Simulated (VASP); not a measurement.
# Y (Cmcm) in VASP: further runs, part 2 of 2

VASP 6.6.1. Earlier steps stand in the parts before.

## (6) Relaxation of cell and atoms, PBE

The input, INCAR:

```
PREC     = Accurate       # precision mode
ENCUT    = 600            # plane-wave cutoff, eV
EDIFF    = 1E-7           # SCF threshold, eV
ISMEAR   = 0              # smearing method
SIGMA    = 0.1            # smearing width, eV
LREAL    = False          # projectors in reciprocal space
LASPH    = True           # aspherical terms in the spheres
NELM     = 100            # most SCF steps
ALGO     = Fast           # electronic algorithm
ISIF     = 3              # what is computed and relaxed
LWAVE    = False          # write WAVECAR
LCHARG   = False          # write CHGCAR
GGA      = PE             # functional
IBRION   = 2              # ionic algorithm
NSW      = 90             # ionic steps
EDIFFG   = -0.04          # ionic threshold
```

The input, KPOINTS:

```
Automatic mesh
0
Gamma
  6 6 6
```

The input, POSCAR:

```
Y
1.0
    1.7379709465     -5.5919646598      0.0000000000
    1.7379709465      5.5919646598      0.0000000000
    0.0000000000      0.0000000000      3.4597919619
Y
2
Direct
    0.8641459302      0.1358540698      0.7500000000
    0.1358540698      0.8641459302      0.2500000000
```

Potentials or basis: VASP PAW PBE potentials, release 64 (Y_sv).

Launch:

```
$ cat potpaw_PBE.64/Y_sv/POTCAR > POTCAR
$ mpirun -np 1 vasp_std > vasp.out
```

OUTCAR:

```text
PREC = Accurate
   ENCUT = 600
   EDIFF = 1E-7
   ISMEAR = 0
   LREAL = False
   LASPH = True
   NELM = 100
   ISIF = 3
   GGA = PE
   IBRION = 2
   NSW = 90
   EDIFFG = -0.04

 ion  position               nearest neighbor table
   1  0.864  0.136  0.750-   2 3.50   2 3.50   2 3.54   2 3.54   2 3.54   2 3.54
   2  0.136  0.864  0.250-   1 3.50   1 3.50   1 3.54   1 3.54   1 3.54   1 3.54

  LATTYP: Found a base centered orthorhombic cell.
 ALAT       =     3.4759418930
 B/A-ratio  =     3.2175248217
 C/A-ratio  =     0.9953537972

  Lattice vectors:

 A1 = (   1.7379709465,  -5.5919646598,   0.0000000000)
 A2 = (   1.7379709465,   5.5919646598,   0.0000000000)
 A3 = (   0.0000000000,   0.0000000000,   3.4597919619)

Analysis of symmetry for initial positions (statically):
=====================================================================
 Subroutine PRICEL returns:
 Original cell was already a primitive cell.

 Routine SETGRP: Setting up the symmetry group for a
 base centered orthorhombic supercell.

 Subroutine GETGRP returns: Found  8 space group operations
 (whereof  4 operations were pure point group operations)
 out of a pool of  8 trial point group operations.

The static configuration has the point symmetry C_2h.
 The point group associated with its full space group is D_2h.

Analysis of symmetry for dynamics (positions and initial velocities):
=====================================================================
 Subroutine PRICEL returns:
 Original cell was already a primitive cell.

 Routine SETGRP: Setting up the symmetry group for a
 base centered orthorhombic supercell.

 Subroutine GETGRP returns: Found  8 space group operations
 (whereof  4 operations were pure point group operations)
 out of a pool of  8 trial point group operations.

The dynamic configuration has the point symmetry C_2h.
 The point group associated with its full space group is D_2h.

 Subroutine INISYM returns: Found  8 space group operations
 (whereof  4 operations are pure point group operations),
[... 139 lines left out ...]

 Free energy of the ion-electron system (eV)
  ---------------------------------------------------
  ext. energy  EPLUGINS =         0.00000000
  ---------------------------------------------------
  free energy    TOTEN  =       -12.42270291 eV

  energy without entropy =      -12.40002371  energy(sigma->0) =      -12.41136331

------------------------ aborting loop because EDIFF is reached ----------------------------------------

  FORCE on cell =-STRESS in cart. coord.  units (eV):
  Direction    XX          YY          ZZ          XY          YZ          ZX
  --------------------------------------------------------------------------------------
  -------------------------------------------------------------------------------------
  Total       -0.0444144     -0.0996237      0.2121980      0.0000000     -0.0000000      0.0000000
  in kB       -1.0581509     -2.3734833      5.0555087      0.0000000     -0.0000000      0.0000000
  external PRESSURE =       0.5412915 kB  Pullay stress =       0.0000000 kB
[... 131 lines left out ...]
--------------------------------------- Ionic step        5  -------------------------------------------

 number of electron      22.0000000 magnetization

 Free energy of the ion-electron system (eV)
  ---------------------------------------------------
  ext. energy  EPLUGINS =         0.00000000
  ---------------------------------------------------
  free energy    TOTEN  =       -12.42632015 eV

  energy without entropy =      -12.40225391  energy(sigma->0) =      -12.41428703

 E-fermi :   2.7912     XC(G=0):  -9.2799

 val. band max:        2.7889704015   @ k =  -0.3333   0.3333   0.3333
 cond. band min:       2.7959120371   @ k =  -0.3333   0.1667   0.1667
 fundamental gap:      0.0069416356
 Fermi energy:         2.7912358989

 k-point     1 :       0.0000    0.0000    0.0000
  band No.  band energies     occupation
      1     -39.9164      2.00000
      2     -39.8343      2.00000
      3     -20.1799      2.00000
      4     -19.7800      2.00000
      5     -19.6986      2.00000
      6     -19.6150      2.00000
      7     -19.6024      2.00000
      8     -19.5976      2.00000
      9      -1.7516      2.00000
     10       1.1271      2.00000
     11       2.4287      2.00000
     12       3.4705      0.00000
     13       3.9853      0.00000
     14       4.6303      0.00000
[... 401 lines left out ...]
      2     -39.8491      2.00000
      3     -19.9991      2.00000
      4     -19.9116      2.00000
      5     -19.8199      2.00000
      6     -19.7259      2.00000
      7     -19.6757      2.00000
      8     -19.6657      2.00000
      9       0.1209      2.00000
     10       0.9168      2.00000
     11       2.7002      1.80191
     12       3.1203      0.00000
     13       3.7105      0.00000
     14       4.4680      0.00000
     15       5.0873      0.00000

 [... further k-points ...]

------------------------ aborting loop because EDIFF is reached ----------------------------------------

  FORCE on cell =-STRESS in cart. coord.  units (eV):
  Direction    XX          YY          ZZ          XY          YZ          ZX
  --------------------------------------------------------------------------------------
  -------------------------------------------------------------------------------------
  Total        0.0518086     -0.0213779     -0.0238714      0.0000000      0.0000000      0.0000000
  in kB        1.2270432     -0.5063182     -0.5653751      0.0000000      0.0000000      0.0000000
  external PRESSURE =       0.0517833 kB  Pullay stress =       0.0000000 kB
[... 17 lines left out ...]
  FREE ENERGIE OF THE ION-ELECTRON SYSTEM (eV)
  ---------------------------------------------------
  free  energy   TOTEN  =       -12.4263201548 eV

  energy  without entropy=      -12.4022539125  energy(sigma->0) =      -12.41428703

 reached required accuracy - stopping structural energy minimisation
```

Wall time 3.6 min (1 thread of Intel Xeon 6975P-C (Granite Rapids), shared host); peak memory 0.3 GiB.

What came out:

```
Free energy                           : -12.4263 eV
Relaxed volume                        : 33.82 Å³/atom
Relaxed cell                          : a = 5.817 Å, b = 5.817 Å, c = 3.504 Å, α = 90.00°, β = 90.00°, γ = 145.21°
Space group after relaxing (to 0.1 Å) : Cmcm (No. 63)
Energy gained by relaxing             : 1.8 meV/atom
Ionic steps                           : 5
Pressure after relaxing               : 0.0 GPa
Largest force after relaxing          : 0.011 eV/Å
Band gap on the k mesh                : zero (bands 11 and 12 overlap by 1.00 eV)
```

Forces in eV/Å, atoms in the order of the input:
```
Y    0.000  0.011  0.000
Y    0.000 -0.011  0.000
```

Step by step:
```tsv
step	energy change (eV)	largest force (eV/Å)	pressure (GPa)	volume (Å³)
1	0.0000	0.1168	0.05	67.25
2	-0.0021	0.0750	0.05	67.36
3	-0.0033	0.0177	0.04	67.51
4	-0.0033	0.0149	0.04	67.52
5	-0.0036	0.0108	0.01	67.65
```

Final structure:
```yaml
crystal:
  lattice:
    - [1.73915, -5.55061, 0.00000]
    - [1.73915, 5.55061, 0.00000]
    - [0.00000, 0.00000, 3.50385]
  atoms:
    - { symbol: Y, position: [0.86273, 0.13727, 0.75000] }
    - { symbol: Y, position: [0.13727, 0.86273, 0.25000] }
```

Levels at points of the mesh, in eV from the Fermi level:
| k point | band 7 | band 8 | band 9 | band 10 | band 11 | band 12 | band 13 | band 14 | band 15 |
| --- | --- | --- | --- | --- | --- | --- | --- | --- | --- |
| (0.00, 0.00, 0.00) | -22.39 | -22.39 | -4.54 | -1.66 | -0.36 | 0.68 | 1.19 | 1.84 | 2.93 |
| (0.50, 0.00, 0.00) | -22.47 | -22.42 | -1.85 | -1.25 | -0.48 | 0.70 | 1.27 | 1.87 | 2.24 |
| (0.50, 0.50, 0.00) | -22.46 | -22.37 | -3.17 | -2.87 | -0.56 | 0.41 | 0.75 | 2.23 | 2.57 |
| (0.00, 0.00, 0.50) | -22.42 | -22.42 | -1.33 | -1.33 | -0.30 | -0.30 | 1.23 | 1.23 | 2.17 |
| (0.50, 0.00, 0.50) | -22.57 | -22.57 | -1.23 | -1.23 | -0.35 | -0.35 | 1.75 | 1.75 | 2.93 |
| (0.50, 0.50, 0.50) | -22.42 | -22.42 | -1.78 | -1.78 | 0.60 | 0.60 | 0.90 | 0.90 | 2.69 |

## (7) The runs side by side

| task | cell | k mesh | cutoff (eV) | gap on the mesh (eV) | pressure (GPa) | relaxed volume (Å³/atom) | largest force (eV/Å) |
| --- | --- | --- | --- | --- | --- | --- | --- |
| single point | a = 5.856, b = 5.856, c = 3.460 Å, angles 90.0, 90.0, 145.5°, 2 atoms, atomic positions A | 6 × 6 × 4 | 520 | none | -0.1 | - | 0.03 |
| single point | a = 5.846, b = 5.846, c = 3.485 Å, angles 90.0, 90.0, 145.4°, 2 atoms, atomic positions B | 6 × 6 × 6 | 520 | none | 0.0 | - | 0.02 |
| single point | a = 5.302, b = 5.302, c = 3.895 Å, angles 90.0, 90.0, 140.7°, 2 atoms, atomic positions C | 6 × 6 × 6 | 520 | none | -0.8 | - | 0.69 |
| relaxation of cell and atoms | relaxed from a = 5.302, b = 5.302, c = 3.895 Å, angles 90.0, 90.0, 140.7°, 2 atoms, atomic positions C | 6 × 6 × 4 | 600 | none | 0.0 | 33.62 | 0.03 |
| relaxation of cell and atoms | relaxed from a = 5.856, b = 5.856, c = 3.460 Å, angles 90.0, 90.0, 145.5°, 2 atoms, atomic positions A | 6 × 6 × 6 | 600 | none | 0.0 | 33.82 | 0.01 |

Alike in all rows: level PBE; potentials or basis VASP PAW PBE potentials, release 64 (Y_sv); no spin polarisation; smearing gaussian 0.1 eV.

Caveats: some runs use coarse meshes; the stress differs along the axes, from -3 to 2 GPa (at least some runs).

Absolute energies hang on the potentials; compare differences alone.

The gap in the log of VASP goes by the Fermi energy; the results here count the filled bands.